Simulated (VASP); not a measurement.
Write the native input for VASP 6.6.1 that does the following.

- Task: single point
- Functional: PBE
- Potentials or basis: VASP PAW PBE potentials, release 64 (Li_sv, Cl)
- Cutoff: 520 eV
- k mesh: 8 × 8 × 8
- Occupations: gaussian, width 0.05 eV
- Spin: no spin polarisation
- Dipole correction: no
- Further INCAR settings: ALGO = Normal; EDIFF = 1e-07; NBANDS = 12

The structure of LiCl lies in POSCAR:

```
LiCl
1.0
    0.0000000000      2.6417028000      2.6032314000
    2.6417028000      0.0000000000      2.6032314000
    2.6417028000      2.6417028000      0.0000000000
Li Cl
1 1
Direct
    0.0000000000      0.0000000000      0.0000000000
    0.5000000000      0.5000000000      0.5000000000
```

This cell differs from its parent crystal: strain +0.030 along x and y, +0.015 along z.

The input as run:

INCAR

```
SYSTEM = LiCl
PREC = Accurate ; ENCUT = 520
EDIFF = 1E-7 ; ISMEAR = 0
SIGMA = 0.05 ; LREAL = .False.
LASPH = .True. ; NELM = 60
ALGO = Normal ; ISIF = 2
LWAVE = .False. ; LCHARG = .False.
GGA = PE ; NBANDS = 12
```

KPOINTS

```
Automatic mesh
0
Gamma
  8 8 8
  0 0 0
```

Potentials or basis: VASP PAW PBE potentials, release 64 (Li_sv, Cl).

Command:

```sh
$ cat potpaw_PBE.64/Li_sv/POTCAR potpaw_PBE.64/Cl/POTCAR > POTCAR
$ mpirun -np 1 vasp_std > vasp.out
```

Results of the run:

```
Band gap on the k mesh : 5.93 eV, direct
```

Caveat: the cell differs from its parent crystal (strain +0.030 along x and y, +0.015 along z).

It took 11 s on 1 thread of Intel(R) Xeon(R) 6975P-C (Granite Rapids), with other jobs on the host, peak memory 0.16 GiB.
